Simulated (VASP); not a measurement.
# Si (Fm-3m) in VASP: a series of runs

Aim: see how the results for Si move with the level of theory and the settings. Levels: PBE, HSE06. Tasks: single point.

All numbers are computed with VASP 6.6.1; they aren't measurements. Logs are shortened: lines on timing, memory, paths and dates and some standing lists are left out, and cuts for length are marked.

## 1. The cell of the first run

Symmetry: Fm-3m, No. 225, cubic system. Conventional cell: a = 3.866 Å, b = 3.866 Å, c = 3.866 Å, α = 90.00°, β = 90.00°, γ = 90.00°. Si (site symmetry m-3m) has 12 Si at 2.73 Å within 3.6 Å.

## 2. Single point, PBE

The input, INCAR:

```
ALGO = Normal ; EDIFF = 1E-6
ENCUT = 520 ; GGA = PE
ISIF = 2 ; ISMEAR = -1
LASPH = True ; LCHARG = False
LREAL = False ; LWAVE = False
NBANDS = 8 ; NELM = 60
PREC = Accurate ; SIGMA = 0.1
```

The input, KPOINTS:

```
k-points
0
Gamma
  7 7 7
```

The input, POSCAR:

```
Si
1.0
    0.0000000000      1.9327840125      1.9327840125
    1.9327840125      0.0000000000      1.9327840125
    1.9327840125      1.9327840125      0.0000000000
Si
1
Direct
    0.0000000000      0.0000000000      0.0000000000
```

Potentials or basis: VASP PAW PBE potentials, release 64 (Si).

Command:

```sh
> cat potpaw_PBE.64/Si/POTCAR > POTCAR
> mpirun -np 1 vasp_std > vasp.out
```

OUTCAR:

```text
EDIFF = 1E-6
   ENCUT = 520
   GGA = PE
   ISIF = 2
   ISMEAR = -1
   LASPH = True
   LREAL = False
   NELM = 60
   PREC = Accurate

 ion  position               nearest neighbor table
   1  0.000  0.000  0.000-

  LATTYP: Found a face centered cubic cell.
 ALAT       =     3.8655680250

  Lattice vectors:

 A1 = (   0.0000000000,   1.9327840125,   1.9327840125)
 A2 = (   1.9327840125,   0.0000000000,   1.9327840125)
 A3 = (   1.9327840125,   1.9327840125,   0.0000000000)

Analysis of symmetry for initial positions (statically):
=====================================================================
 Subroutine PRICEL returns:
 Original cell was already a primitive cell.

 Routine SETGRP: Setting up the symmetry group for a
 face centered cubic supercell.

 Subroutine GETGRP returns: Found 48 space group operations
 (whereof 48 operations were pure point group operations)
 out of a pool of 48 trial point group operations.

The static configuration has the point symmetry O_h .

Analysis of symmetry for dynamics (positions and initial velocities):
=====================================================================
 Subroutine PRICEL returns:
 Original cell was already a primitive cell.

 Routine SETGRP: Setting up the symmetry group for a
 face centered cubic supercell.

 Subroutine GETGRP returns: Found 48 space group operations
 (whereof 48 operations were pure point group operations)
 out of a pool of 48 trial point group operations.

The dynamic configuration has the point symmetry O_h .

 Subroutine INISYM returns: Found 48 space group operations
 (whereof 48 operations are pure point group operations),
 and found     1 'primitive' translations

----------------------------------------------------------------------------------------

                                     Primitive cell

  volume of cell :      14.4404

  direct lattice vectors                    reciprocal lattice vectors
     0.000000000  1.932784012  1.932784012    -0.258694193  0.258694193  0.258694193
     1.932784012  0.000000000  1.932784012     0.258694193 -0.258694193  0.258694193
     1.932784012  1.932784012  0.000000000     0.258694193  0.258694193 -0.258694193

  length of vectors
     2.733369364  2.733369364  2.733369364     0.448071486  0.448071486  0.448071486

  position of ions in fractional coordinates (direct lattice)
[... 70 lines left out ...]
   ENCUT  =  520.0 eV  38.22 Ry    6.18 a.u.   5.08  5.08  5.08*2*pi/ulx,y,z
   NELM   =     60;   NELMIN=  2; NELMDL= -5     # of ELM steps
   EDIFF  = 0.1E-05   stopping-criterion for ELM
   LREAL  =      F    real-space projection
   EDIFFG = 0.1E-04   stopping-criterion for IOM
   NSW    =      0    number of steps for IOM
   IBRION =     -1    ionic relax: 0-MD 1-quasi-New 2-CG
   NFREE  =      0    steps in history (QN), initial steepest desc. (CG)
   ISIF   =      2    stress and relaxation
   ISYM   =      2    0-nonsym 1-usesym 2-fastsym
   POTIM  = 0.5000    time-step for ionic-motion
   TEBEG  =    0.0;   TEEND  =   0.0 temperature during run
   PSTRESS=    0.0 pullay stress
   NELECT =       4.0000    total number of electrons
   NUPDOWN=      -1.0000    fix difference up-down
   EMIN   =  10.00;   EMAX   =-10.00  energy-range for DOS
   EFERMI =   0.00;   METHOD = LEGACY
   ISMEAR =    -1;   SIGMA  =   0.10  broadening in eV -4-tet -1-fermi 0-gaus
   EFERMI_NEDOS =   21; number of points for ismear=-14 and -15
   IALGO  =     38    algorithm
   IMIX   =      4    mixing-type and parameters
     AMIX     =   0.40;   BMIX     =  1.00
     AMIX_MAG =   1.60;   BMIX_MAG =  1.00
  volume/ion in A,a.u.               =      14.44        97.45
  Fermi-wavevector in a.u.,A,eV,Ry     =   1.067173  2.016665 15.495107  1.138858
  Thomas-Fermi vector in A             =   2.202781
   LORBIT       =      0    0 simple, 1 ext, 2 COOP (PROOUT), +10 PAW based schemes
   GGA     = PE    functional components
   LHFCALC =     F    Hartree Fock is set to
   AEXX    =    0.0000 exact exchange contribution
   IVDW    =     0    specifies the selected vdW correction
   LEPSILON=     F    determine dielectric tensor
   LRPA    =     F    only Hartree local field effects (RPA)
 non-spin polarized calculation
  energy-cutoff  :      520.00
  volume of cell :       14.44
 maximum number of plane-waves:       395
   NGX = 11   NGY = 11   NGZ = 11

 number of electron       4.0000000 magnetization

 Free energy of the ion-electron system (eV)
  ---------------------------------------------------
  ext. energy  EPLUGINS =         0.00000000
  ---------------------------------------------------
  free energy    TOTEN  =        -4.87916544 eV

  energy without entropy =       -4.86527824  energy(sigma->0) =       -4.87222184

 E-fermi :  10.1980     XC(G=0): -11.2019

 val. band max:       10.1047139125   @ k =   0.2857   0.0000   0.0000
 cond. band min:      10.2090065723   @ k =   0.4286   0.2857   0.0000
 fundamental gap:      0.1042926599
 Fermi energy:        10.1980115718

 k-point     1 :       0.0000    0.0000    0.0000
  band No.  band energies     occupation
      1      -4.2739      2.00000
      2      21.3635      0.00000
      3      21.3635      0.00000
      4      21.3635      0.00000
      5      22.1359      0.00000
      6      22.1359      0.00000
      7      22.1359      0.00000
      8      27.4784      0.00000
[... 199 lines left out ...]
 k-point    20 :      -0.2857    0.4286    0.1429
  band No.  band energies     occupation
      1       5.7208      2.00000
      2       6.6976      2.00000
      3       7.6660      2.00000
      4      11.1575      0.00014
      5      21.5030      0.00000
      6      25.8657      0.00000
      7      27.2506      0.00000
      8      28.5133      0.00000

------------------------ aborting loop because EDIFF is reached ----------------------------------------

  FORCE on cell =-STRESS in cart. coord.  units (eV):
  Direction    XX          YY          ZZ          XY          YZ          ZX
  --------------------------------------------------------------------------------------
  -------------------------------------------------------------------------------------
  Total        0.0150763      0.0150763      0.0150763     -0.0000000      0.0000000      0.0000000
  in kB        1.6727292      1.6727292      1.6727292     -0.0000000      0.0000000      0.0000000
  external PRESSURE =       1.6727292 kB  Pullay stress =       0.0000000 kB

 VOLUME and BASIS-vectors are now :
 -----------------------------------------------------------------------------
  energy-cutoff  :      520.00
  volume of cell :       14.44
      direct lattice vectors                 reciprocal lattice vectors
     0.000000000  1.932784012  1.932784012    -0.258694193  0.258694193  0.258694193
     1.932784012  0.000000000  1.932784012     0.258694193 -0.258694193  0.258694193
     1.932784012  1.932784012  0.000000000     0.258694193  0.258694193 -0.258694193

 POSITION                                       TOTAL-FORCE (eV/Angst)
 -----------------------------------------------------------------------------------
      0.00000      0.00000      0.00000         0.000000     -0.000000     -0.000000
 -----------------------------------------------------------------------------------
    total drift:                                0.000000      0.000000     -0.000000

  FREE ENERGIE OF THE ION-ELECTRON SYSTEM (eV)
  ---------------------------------------------------
  free  energy   TOTEN  =        -4.8791654407 eV

  energy  without entropy=       -4.8652782357  energy(sigma->0) =       -4.87222184
```

OSZICAR:

```text
N       E                     dE             d eps       ncg     rms          rms(c)
DAV:   1    -0.271393025793E+01   -0.27139E+01   -0.17697E+03   328   0.382E+02
DAV:   2    -0.489008563090E+01   -0.21762E+01   -0.20478E+01   536   0.299E+01
DAV:   3    -0.489930728121E+01   -0.92217E-02   -0.92200E-02   344   0.202E+00
DAV:   4    -0.489931633493E+01   -0.90537E-05   -0.90528E-05   576   0.685E-02
DAV:   5    -0.489931633408E+01    0.84609E-09   -0.11780E-09   352   0.215E-04    0.266E+00
DAV:   6    -0.488653520747E+01    0.12781E-01   -0.38846E-03   376   0.272E-01    0.147E+00
DAV:   7    -0.487919851443E+01    0.73367E-02   -0.79084E-03   360   0.387E-01    0.135E-01
DAV:   8    -0.487916510180E+01    0.33413E-04   -0.29882E-05   472   0.450E-02    0.138E-02
DAV:   9    -0.487916544073E+01   -0.33893E-06   -0.33647E-07   400   0.338E-03
   1 F= -.48791654E+01 E0= -.48722218E+01  d E =-.138872E-01
```

stdout:

```text
POSCAR found type information on POSCAR Si
 POSCAR found :  1 types and       1 ions
 scaLAPACK will be used
 LDA part: xc-table for (Slater+PW92), standard interpolation
 POSCAR, INCAR and KPOINTS ok, starting setup
 FFT: planning ... GRIDC
 FFT: planning ... GRID_SOFT
 FFT: planning ... GRID
 WAVECAR not read
 entering main loop
```

It took 1.9 s on 1 thread of Intel Xeon Platinum 8259CL at 2.50GHz (Skylake/Cascade Lake), shared host; peak memory 0.11 GiB.

Results:

| Item | Value |
| --- | --- |
| Free energy | -4.8792 eV |
| Pressure | 0.2 GPa |
| Band gap on the k mesh | zero (band 2 reaches 21.36 eV, above the bottom of band 3 at 7.67 eV) |

Caveat: the k points lie up to 0.40 Å⁻¹ apart.

(Continued in part 2 of 2.)
